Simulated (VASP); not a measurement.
# Ga (Im-3m) in VASP: a series of runs

The runs below take Ga through single point, with PBEsol.

Everything below comes from runs of VASP 6.6.1. Logs are shortened: lines on timing, memory, paths and dates and some standing lists are left out, and cuts for length are marked.

## (1) The cell of the first run

It takes space group Im-3m (No. 229, cubic). The conventional cell has a = 2.530 Å, b = 2.530 Å, c = 2.530 Å, α = 90.00°, β = 90.00°, γ = 90.00°. Ga (site symmetry m-3m) has 14 Ga at 2.19 to 2.53 Å within 2.9 Å.

## (2) Single point, PBEsol (volume scaled by 0.45)

The input, INCAR:

```
SYSTEM = Ga
PREC = Accurate
ENCUT = 520
EDIFF = 1E-7
ISMEAR = -1
SIGMA = 0.05
LREAL = .FALSE.
LASPH = .TRUE.
NELM = 60
ALGO = Normal
ISIF = 2
LWAVE = .FALSE.
LCHARG = .FALSE.
GGA = PS
NBANDS = 12
```

The input, KPOINTS:

```
regular mesh
0
G
  16 16 16
  0 0 0
```

The input, POSCAR:

```
Ga
1.0
   -1.2649227771      1.2649227771      1.2649227771
    1.2649227771     -1.2649227771      1.2649227771
    1.2649227771      1.2649227771     -1.2649227771
Ga
1
Direct
    0.0000000000      0.0000000000      0.0000000000
```

Potentials or basis: VASP PAW PBE potentials, release 64 (Ga_d).

Started as:

```
cat potpaw_PBE.64/Ga_d/POTCAR > POTCAR
mpirun -np 1 vasp_std > vasp.out
```

OUTCAR:

```text
SYSTEM = Ga
   PREC = Accurate
   ENCUT = 520
   EDIFF = 1E-7
   ISMEAR = -1
   LREAL = .FALSE.
   LASPH = .TRUE.
   NELM = 60
   ISIF = 2
   GGA = PS

 ion  position               nearest neighbor table
   1  0.000  0.000  0.000-

  LATTYP: Found a body centered cubic cell.
 ALAT       =     2.5298455542

  Lattice vectors:

 A1 = (  -1.2649227771,   1.2649227771,   1.2649227771)
 A2 = (   1.2649227771,  -1.2649227771,   1.2649227771)
 A3 = (   1.2649227771,   1.2649227771,  -1.2649227771)

Analysis of symmetry for initial positions (statically):
=====================================================================
 Subroutine PRICEL returns:
 Original cell was already a primitive cell.

 Routine SETGRP: Setting up the symmetry group for a
 body centered cubic supercell.

 Subroutine GETGRP returns: Found 48 space group operations
 (whereof 48 operations were pure point group operations)
 out of a pool of 48 trial point group operations.

The static configuration has the point symmetry O_h .

Analysis of symmetry for dynamics (positions and initial velocities):
=====================================================================
 Subroutine PRICEL returns:
 Original cell was already a primitive cell.

 Routine SETGRP: Setting up the symmetry group for a
 body centered cubic supercell.

 Subroutine GETGRP returns: Found 48 space group operations
 (whereof 48 operations were pure point group operations)
 out of a pool of 48 trial point group operations.

The dynamic configuration has the point symmetry O_h .

 Subroutine INISYM returns: Found 48 space group operations
 (whereof 48 operations are pure point group operations),
 and found     1 'primitive' translations

----------------------------------------------------------------------------------------

                                     Primitive cell

  volume of cell :       8.0957

  direct lattice vectors                    reciprocal lattice vectors
    -1.264922777  1.264922777  1.264922777     0.000000000  0.395281047  0.395281047
     1.264922777 -1.264922777  1.264922777     0.395281047  0.000000000  0.395281047
     1.264922777  1.264922777 -1.264922777     0.395281047  0.395281047  0.000000000

  length of vectors
     2.190910518  2.190910518  2.190910518     0.559011818  0.559011818  0.559011818

  position of ions in fractional coordinates (direct lattice)
     0.000000000  0.000000000  0.000000000

  ion indices of the primitive-cell ions
   primitive index   ion index
                 1           1

----------------------------------------------------------------------------------------

 KPOINTS: regular mesh

Automatic generation of k-mesh.
 Grid dimensions read from file:
 generate k-points for:   16   16   16

 Generating k-lattice:

  Cartesian coordinates                     Fractional coordinates (reciprocal lattice)
     0.000000000  0.024705065  0.024705065     0.062500000  0.000000000  0.000000000
     0.024705065  0.000000000  0.024705065     0.000000000  0.062500000  0.000000000
     0.024705065  0.024705065  0.000000000     0.000000000  0.000000000  0.062500000

  Length of vectors
     0.034938239  0.034938239  0.034938239

  Shift w.r.t. Gamma in fractional coordinates (k-lattice)
     0.000000000  0.000000000  0.000000000

 Subroutine IBZKPT returns following result:
 ===========================================

 Found    145 irreducible k-points:

 Following reciprocal coordinates:
            Coordinates               Weight
  0.000000  0.000000  0.000000      1.000000
  0.062500  0.000000  0.000000     12.000000
  0.125000  0.000000  0.000000     12.000000
  0.187500  0.000000  0.000000     12.000000
  0.250000  0.000000  0.000000     12.000000
  0.312500  0.000000  0.000000     12.000000
[... 16 lines left out ...]
  0.187500  0.187500  0.000000     24.000000
  0.250000  0.187500 -0.000000     48.000000
 [... further k-points ...]
   k-points           NKPTS =    145   k-points in BZ     NKDIM =    145   number of bands    NBANDS=     12
   number of dos      NEDOS =    301   number of ions     NIONS =      1
   total plane-waves  NPLWV =   4096
   dimension x,y,z NGX =    16 NGY =   16 NGZ =   16
   dimension x,y,z NGXF=    32 NGYF=   32 NGZF=   32
   ions per type =               1
   NGX,Y,Z   is equivalent  to a cutoff of  12.14, 12.14, 12.14 a.u.
   NGXF,Y,Z  is equivalent  to a cutoff of  24.28, 24.28, 24.28 a.u.
 SYSTEM =  Ga
   PREC   = accura    normal or accurate (medium, high low for compatibility)
   ISTART =      0    job   : 0-new  1-cont  2-samecut
   ICHARG =      2    charge: 1-file 2-atom 10-const
   ISPIN  =      1    spin polarized calculation?
   LNONCOLLINEAR =      F non collinear calculations
   LSORBIT =      F    spin-orbit coupling
   LASPH  =      T    aspherical Exc in radial PAW
   ENCUT  =  520.0 eV  38.22 Ry    6.18 a.u.   4.07  4.07  4.07*2*pi/ulx,y,z
   NELM   =     60;   NELMIN=  2; NELMDL= -5     # of ELM steps
   EDIFF  = 0.1E-06   stopping-criterion for ELM
   LREAL  =      F    real-space projection
   EDIFFG = 0.1E-05   stopping-criterion for IOM
   NSW    =      0    number of steps for IOM
   IBRION =     -1    ionic relax: 0-MD 1-quasi-New 2-CG
   NFREE  =      0    steps in history (QN), initial steepest desc. (CG)
   ISIF   =      2    stress and relaxation
   ISYM   =      2    0-nonsym 1-usesym 2-fastsym
   POTIM  = 0.5000    time-step for ionic-motion
   TEBEG  =    0.0;   TEEND  =   0.0 temperature during run
   PSTRESS=    0.0 pullay stress
   NELECT =      13.0000    total number of electrons
   NUPDOWN=      -1.0000    fix difference up-down
   EMIN   =  10.00;   EMAX   =-10.00  energy-range for DOS
   EFERMI =   0.00;   METHOD = LEGACY
   ISMEAR =    -1;   SIGMA  =   0.05  broadening in eV -4-tet -1-fermi 0-gaus
   EFERMI_NEDOS =   21; number of points for ismear=-14 and -15
   IALGO  =     38    algorithm
   IMIX   =      4    mixing-type and parameters
     AMIX     =   0.40;   BMIX     =  1.00
     AMIX_MAG =   1.60;   BMIX_MAG =  1.00
  volume/ion in A,a.u.               =       8.10        54.63
  Fermi-wavevector in a.u.,A,eV,Ry     =   1.917073  3.622742 50.003698  3.675168
  Thomas-Fermi vector in A             =   2.952386
   LORBIT       =      0    0 simple, 1 ext, 2 COOP (PROOUT), +10 PAW based schemes
   GGA     = PS    functional components
   LHFCALC =     F    Hartree Fock is set to
   AEXX    =    0.0000 exact exchange contribution
   IVDW    =     0    specifies the selected vdW correction
   LEPSILON=     F    determine dielectric tensor
   LRPA    =     F    only Hartree local field effects (RPA)
 non-spin polarized calculation
  energy-cutoff  :      520.00
  volume of cell :        8.10
 maximum number of plane-waves:       236
   NGX =  9   NGY =  9   NGZ =  9

 number of electron      13.0000007 magnetization

 Free energy of the ion-electron system (eV)
  ---------------------------------------------------
  ext. energy  EPLUGINS =         0.00000000
  ---------------------------------------------------
  free energy    TOTEN  =         1.28250821 eV

  energy without entropy =        1.28613794  energy(sigma->0) =        1.28432308

 E-fermi :  18.1243     XC(G=0): -16.2585

 val. band max:       18.1134532079   @ k =  -0.3750   0.5000   0.2500
 cond. band min:      18.1274738174   @ k =  -0.3750   0.4375   0.1875
 fundamental gap:      0.0140206095
 Fermi energy:        18.1243409643

 k-point     1 :       0.0000    0.0000    0.0000
  band No.  band energies     occupation
      1      -3.0415      2.00000
      2      -0.0797      2.00000
      3      -0.0797      2.00000
      4      -0.0797      2.00000
      5       1.0445      2.00000
      6       1.0445      2.00000
      7      40.6846      0.00000
      8      40.6846      0.00000
      9      40.6846      0.00000
     10      45.5044      0.00000
     11      45.5044      0.00000
     12      45.5044      0.00000

 k-point     2 :       0.0625    0.0000    0.0000
  band No.  band energies     occupation
      1      -2.8495      2.00000
      2      -0.1065      2.00000
      3      -0.0739      2.00000
      4      -0.0151      2.00000
      5       1.0185      2.00000
      6       1.0462      2.00000
      7      38.6430      0.00000
      8      40.1996      0.00000
      9      40.2227      0.00000
     10      43.2732      0.00000
     11      43.5621      0.00000
     12      43.9669      0.00000

 k-point     3 :       0.1250    0.0000    0.0000
  band No.  band energies     occupation
      1      -2.2996      2.00000
      2      -0.1823      2.00000
      3      -0.0436      2.00000
      4       0.1714      2.00000
      5       0.9584      2.00000
      6       1.0516      2.00000
      7      34.4661      0.00000
      8      38.5623      0.00000
      9      39.2350      0.00000
     10      40.4261      0.00000
     11      42.2768      0.00000
     12      43.7875      0.00000

 k-point     4 :       0.1875    0.0000    0.0000
  band No.  band energies     occupation
      1      -1.5441      2.00000
      2      -0.2950      2.00000
      3       0.1308      2.00000
      4       0.4582      2.00000
      5       0.9075      2.00000
      6       1.0612      2.00000
      7      30.0155      0.00000
      8      36.5550      0.00000
      9      37.8317      0.00000
     10      38.1952      0.00000
     11      41.4281      0.00000
     12      44.7478      0.00000

 k-point     5 :       0.2500    0.0000    0.0000
  band No.  band energies     occupation
      1      -1.0896      2.00000
      2      -0.4264      2.00000
      3       0.8091      2.00000
      4       0.8279      2.00000
      5       1.0047      2.00000
      6       1.0753      2.00000
      7      25.7097      0.00000
      8      34.7332      0.00000
      9      35.5846      0.00000
     10      37.2916      0.00000
     11      40.8703      0.00000
     12      46.3425      0.00000

 k-point     6 :       0.3125    0.0000    0.0000
  band No.  band energies     occupation
      1      -1.0876      2.00000
      2      -0.5564      2.00000
      3       0.9075      2.00000
      4       1.0922      2.00000
      5       1.1752      2.00000
      6       2.5419      2.00000
      7      21.6628      0.00000
      8      33.2486      0.00000
      9      33.7459      0.00000
     10      36.5810      0.00000
     11      40.5490      0.00000
     12      48.4336      0.00000

 k-point     7 :       0.3750    0.0000    0.0000
  band No.  band energies     occupation
      1      -1.2101      2.00000
      2      -0.6656      2.00000
      3       0.9514      2.00000
      4       1.1089      2.00000
      5       1.4987      2.00000
      6       4.5747      2.00000
      7      17.9546      1.93510
      8      32.1582      0.00000
      9      32.3736      0.00000
     10      36.0758      0.00000
     11      40.3998      0.00000
     12      50.9595      0.00000

 k-point     8 :       0.4375    0.0000    0.0000
  band No.  band energies     occupation
      1      -1.3169      2.00000
      2      -0.7379      2.00000
      3       0.9869      2.00000
      4       1.1212      2.00000
      5       1.7222      2.00000
      6       6.7655      2.00000
      7      14.7765      2.00000
      8      31.4926      0.00000
      9      31.5227      0.00000
     10      35.7750      0.00000
     11      40.3510      0.00000
     12      51.7662      0.00000
[... 166 lines left out ...]
 k-point    20 :       0.3125    0.1250    0.0000
  band No.  band energies     occupation
      1      -1.0042      2.00000
      2      -0.5929      2.00000
      3       0.8120      2.00000
      4       0.9339      2.00000
      5       1.2964      2.00000
      6       5.4579      2.00000
      7      18.4091      0.00671
      8      26.6484      0.00000
      9      31.7643      0.00000
     10      38.9901      0.00000
     11      44.9461      0.00000
     12      47.4975      0.00000

 k-point    21 :       0.3750    0.1250    0.0000
  band No.  band energies     occupation
      1      -1.1147      2.00000
      2      -0.6611      2.00000
      3       0.8937      2.00000
      4       0.9818      2.00000
      5       1.4626      2.00000
      6       7.6768      2.00000
      7      15.1777      2.00000
      8      26.0371      0.00000
      9      31.0909      0.00000
     10      38.7191      0.00000
     11      44.9561      0.00000
     12      48.7070      0.00000

 k-point    22 :       0.4375    0.1250    0.0000
  band No.  band energies     occupation
      1      -1.1558      2.00000
      2      -0.6841      2.00000
      3       0.9249      2.00000
      4       0.9843      2.00000
      5       1.5326      2.00000
      6       9.1028      2.00000
      7      13.4170      2.00000
      8      25.8300      0.00000
      9      30.8630      0.00000
     10      38.6275      0.00000
     11      44.9510      0.00000
     12      49.2775      0.00000

 k-point    23 :       0.1875    0.1875    0.0000
  band No.  band energies     occupation
      1      -0.7507      2.00000
      2      -0.3346      2.00000
      3       0.2198      2.00000
      4       0.8200      2.00000
      5       1.1563      2.00000
      6       3.4011      2.00000
      7      24.2354      0.00000
      8      25.2627      0.00000
      9      32.8947      0.00000
     10      40.3819      0.00000
     11      43.9932      0.00000
     12      49.0143      0.00000

 k-point    24 :       0.2500    0.1875   -0.0000
  band No.  band energies     occupation
      1      -0.8157      2.00000
      2      -0.4364      2.00000
      3       0.4339      2.00000
      4       0.8668      2.00000
      5       1.2284      2.00000
      6       5.2756      2.00000
      7      20.7605      0.00000
      8      23.7063      0.00000
      9      31.7706      0.00000
     10      40.4235      0.00000
     11      44.7661      0.00000
     12      49.8988      0.00000

 [... further k-points ...]
[... 5 lines left out ...]
  --------------------------------------------------------------------------------------
  -------------------------------------------------------------------------------------
  Total       16.0093848     16.0093848     16.0093848     -0.0000000     -0.0000000      0.0000000
  in kB     3168.3503205   3168.3503205   3168.3503205     -0.0000000     -0.0000000      0.0000000
  external PRESSURE =    3168.3503205 kB  Pullay stress =       0.0000000 kB

 VOLUME and BASIS-vectors are now :
 -----------------------------------------------------------------------------
  energy-cutoff  :      520.00
  volume of cell :        8.10
      direct lattice vectors                 reciprocal lattice vectors
    -1.264922777  1.264922777  1.264922777     0.000000000  0.395281047  0.395281047
     1.264922777 -1.264922777  1.264922777     0.395281047  0.000000000  0.395281047
     1.264922777  1.264922777 -1.264922777     0.395281047  0.395281047  0.000000000

 POSITION                                       TOTAL-FORCE (eV/Angst)
 -----------------------------------------------------------------------------------
      0.00000      0.00000      0.00000         0.000000      0.000000     -0.000000
 -----------------------------------------------------------------------------------
    total drift:                                0.000000      0.000000     -0.000000

  FREE ENERGIE OF THE ION-ELECTRON SYSTEM (eV)
  ---------------------------------------------------
  free  energy   TOTEN  =         1.2825082101 eV

  energy  without entropy=        1.2861379411  energy(sigma->0) =        1.28432308
```

Wall time 3.4 s (1 thread of Intel Xeon 6975P-C (Granite Rapids), shared host); peak memory 0.12 GiB.

What came out:

```
Free energy : 1.2825 eV
Pressure    : 316.8 GPa
```

Caveat: the PAW data sets were made with another functional, which shifts forces and pressure a little.

## (3) Single point, PBEsol (volume scaled by 0.55)

The input, INCAR:

```
SYSTEM = Ga
PREC = Accurate ; ENCUT = 520
EDIFF = 1E-6 ; ISMEAR = -1
SIGMA = 0.05 ; LREAL = .False.
LASPH = .True. ; NELM = 80
ALGO = Normal ; ISIF = 2
LWAVE = .False. ; LCHARG = .False.
GGA = PS ; NBANDS = 12
```

The input, KPOINTS:

```
Automatic mesh
0
Gamma
  16 16 16
  0 0 0
```

The input, POSCAR:

```
Ga
1.0
   -1.3524277441      1.3524277441      1.3524277441
    1.3524277441     -1.3524277441      1.3524277441
    1.3524277441      1.3524277441     -1.3524277441
Ga
1
Direct
    0.0000000000      0.0000000000      0.0000000000
```

Potentials or basis: VASP PAW PBE potentials, release 64 (Ga_d).

Started as:

```
cat potpaw_PBE.64/Ga_d/POTCAR > POTCAR
mpirun -np 1 vasp_std > vasp.out
```

Wall time 6 s (1 thread of Intel Xeon 6975P-C (Granite Rapids), shared host); peak memory 0.13 GiB.

Results (log left out):

```
Free energy : -1.1944 eV
Pressure    : 148.1 GPa
```

Levels at points of the mesh, in eV from the Fermi level:
| k point | band 2 | band 3 | band 4 | band 5 | band 6 | band 7 | band 8 | band 9 | band 10 | band 11 |
| --- | --- | --- | --- | --- | --- | --- | --- | --- | --- | --- |
| (0.00, 0.00, 0.00) | -16.83 | -16.83 | -16.83 | -16.07 | -16.07 | 21.67 | 21.67 | 21.67 | 22.87 | 22.87 |
| (0.50, 0.00, 0.00) | -17.27 | -16.10 | -16.02 | -15.57 | -8.07 | -4.93 | 11.38 | 12.44 | 15.70 | 19.05 |
| (0.50, 0.50, 0.50) | -17.59 | -15.69 | -15.69 | -15.69 | 1.38 | 1.38 | 1.38 | 6.51 | 6.51 | 8.71 |

Caveat: the PAW data sets were made with another functional, which shifts forces and pressure a little.

## (4) Single point, PBEsol (volume scaled by 0.55)

The input, INCAR:

```
ALGO     = Normal         # electronic algorithm
EDIFF    = 1E-6           # SCF threshold, eV
ENCUT    = 520            # plane-wave cutoff, eV
GGA      = PS             # functional
ISIF     = 2              # what is computed and relaxed
ISMEAR   = -1             # smearing method
LASPH    = T              # aspherical terms in the spheres
LCHARG   = T              # write CHGCAR
LELF     = T              # ELF
LREAL    = F              # projectors in reciprocal space
LVHAR    = T            
LWAVE    = F              # write WAVECAR
NBANDS   = 12             # bands
NELM     = 100            # most SCF steps
PREC     = Accurate       # precision mode
SIGMA    = 0.05           # smearing width, eV
```

The input, KPOINTS:

```
k-points
0
Gamma
  16 16 16
```

POSCAR is that of step 3.

Started as:

```
cat potpaw_PBE.64/Ga_d/POTCAR > POTCAR
mpirun -np 1 vasp_std > vasp.out
```

Run time: 6.7 s. Hardware: 1 thread of Intel Xeon 6975P-C (Granite Rapids), shared host; peak memory 0.13 GiB.

Results (log left out):

* Free energy: -1.1944 eV
* Pressure: 148.1 GPa

Levels at points of the mesh, in eV from the Fermi level:
| k point | band 3 | band 4 | band 5 | band 6 | band 7 | band 8 | band 9 | band 10 |
| --- | --- | --- | --- | --- | --- | --- | --- | --- |
| (0.00, 0.00, 0.00) | -16.83 | -16.83 | -16.07 | -16.07 | 21.67 | 21.67 | 21.67 | 22.87 |
| (0.50, 0.00, 0.00) | -16.10 | -16.02 | -15.57 | -8.07 | -4.93 | 11.38 | 12.44 | 15.70 |
| (0.50, 0.50, 0.50) | -15.69 | -15.69 | -15.69 | 1.38 | 1.38 | 1.38 | 6.51 | 6.51 |

Caveat: the PAW data sets were made with another functional, which shifts forces and pressure a little.

[end of part 1 of 2]
